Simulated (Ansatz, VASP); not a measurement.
# Two plane-wave programs on TiAl3

INCAR

```
SYSTEM = TiAl3
PREC = Accurate
ENCUT = 520
EDIFF = 1E-6
ISMEAR = 0
SIGMA = 0.15
LREAL = .False.
LASPH = .True.
NELM = 100
ALGO = Fast
ISIF = 2
LWAVE = .False.
LCHARG = .True.
GGA = PS
LELF = .True.
LVHAR = .True.
NBANDS = 18
```

KPOINTS

```
Automatic mesh
0
Gamma
  14 14 14
  0 0 0
```

Contents of POSCAR:

```
TiAl3
1.0
   -1.9297940809      1.9297940809      4.1769229202
    1.9297940809     -1.9297940809      4.1769229202
    1.9297940809      1.9297940809     -4.1769229202
Ti Al
1 3
Direct
    0.0000000000      0.0000000000      0.0000000000
    0.5000000000      0.5000000000      0.0000000000
    0.7500000000      0.2401183226      0.4901183226
    0.2500000000      0.7598816774      0.5098816774
```

Input for Ansatz:

```yaml
crystal:
  lattice:
    - [-1.9297940809, 1.9297940809, 4.1769229202]
    - [1.9297940809, -1.9297940809, 4.1769229202]
    - [1.9297940809, 1.9297940809, -4.1769229202]
  atoms:
    - { symbol: Ti, position: [0.0, 0.0, 0.0] }
    - { symbol: Al, position: [0.5, 0.5, 0.0] }
    - { symbol: Al, position: [0.75, 0.2401183226, 0.4901183226] }
    - { symbol: Al, position: [0.25, 0.7598816774, 0.5098816774] }
basis:
  ecutwfc: 520.0
kpoints:
  mp_grid: { grid: [14, 14, 14] }
hamiltonian:
  xc: pbesol
  pseudopotentials: { kind: paw, azcp: { folder: soft_1 } }
scf:
  occupations: { method: gaussian, width: 0.15 }
output:
  forces: true
  stress: true
  eigenvalues: true
```

Change from the starting cell: mode 9 frozen in at -0.038 Å, strain +e along z and -e/2 along x and y -0.0233.

Alike in both runs: task single point; functional PBEsol; k mesh 14 × 14 × 14; occupations gaussian, width 0.15 eV; no spin polarisation.

|  | VASP | Ansatz |
| --- | --- | --- |
| version | VASP 6.6.1 | Ansatz 0.2.0 |
| potentials or method | VASP PAW PBE potentials, release 64 (Ti_sv, Al), cutoff 520 eV | scalar-relativistic, plane waves, PAW |
| valence electrons in the cell | 21 | 21 |

```csv
,VASP,Ansatz,Ansatz less VASP
gap on the k mesh at the Fermi level (eV),none,none,-
pressure (GPa),0.3,0.2,-0.16
"traceless stress, the component that is largest in VASP (GPa)",4.04,4.06,+0.017
rms of the force components (eV/Å),0.166,0.165,-0.0010
```

VASP's potentials were made for PBE, not for PBEsol, and Ansatz warns of the same on its side. Atom by atom the forces differ by 0.001 eV/Å (rms over components). A gap of «none» marks a metal or a gap that the smearing closes.
